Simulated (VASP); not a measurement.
Write the native input for VASP 6.6.1 that does the following.

- Task: single point
- Functional: PBEsol
- Potentials or basis: VASP PAW PBE potentials, release 64 (Cu)
- Cutoff: 520 eV
- k mesh: 18 × 18 × 20
- Occupations: gaussian, width 0.1 eV
- Spin: no spin polarisation
- Dipole correction: no
- Further INCAR settings: ALGO = Fast; EDIFF = 1e-07; NBANDS = 18

The structure of Cu lies in POSCAR:

```
Cu
1.0
    2.9479871186      0.0000000000      0.0000000000
    0.0000000000      2.9479871186      0.0000000000
    0.0000000000      0.0000000000      2.7744147012
Cu
2
Direct
    0.0000000000      0.0000000000      0.0000000000
    0.5000000000      0.5000000000      0.5000000000
```

This cell differs from its parent crystal: equal strain along all axes, cell held: +2.0 %.

One way to write it, as run:

INCAR

```
SYSTEM = Cu
ALGO     = Fast           ! electronic algorithm
EDIFF    = 1E-7           ! SCF threshold, eV
ENCUT    = 520            ! plane-wave cutoff, eV
GGA      = PS             ! functional
ISIF     = 2              ! what is computed and relaxed
ISMEAR   = 0              ! smearing method
LASPH    = .True.         ! aspherical terms in the spheres
LCHARG   = .False.        ! write CHGCAR
LREAL    = .False.        ! projectors in reciprocal space
LWAVE    = .False.        ! write WAVECAR
NBANDS   = 18             ! bands
NELM     = 60             ! most SCF steps
PREC     = Accurate       ! precision mode
SIGMA    = 0.1            ! smearing width, eV
```

KPOINTS

```
k-points
0
Gamma
  18 18 20
  0 0 0
```

Potentials or basis: VASP PAW PBE potentials, release 64 (Cu).

Command:

```console
$ cat potpaw_PBE.64/Cu/POTCAR > POTCAR
$ mpirun -np 1 vasp_std > vasp.out
```

It gave:

The pressure is -7.8 GPa and the band gap on the k mesh is zero (bands 11 and 12 overlap by 7.56 eV).

Caveat: the cell differs from its parent crystal (equal strain along all axes, cell held: +2.0 %); the cell stands under tension; the PAW data sets were made with another functional, which shifts forces and pressure a little.

Run time: 2 min on 1 thread of Intel(R) Xeon(R) Platinum 8488C (Sapphire Rapids), on a shared host, peak memory 0.31 GiB.
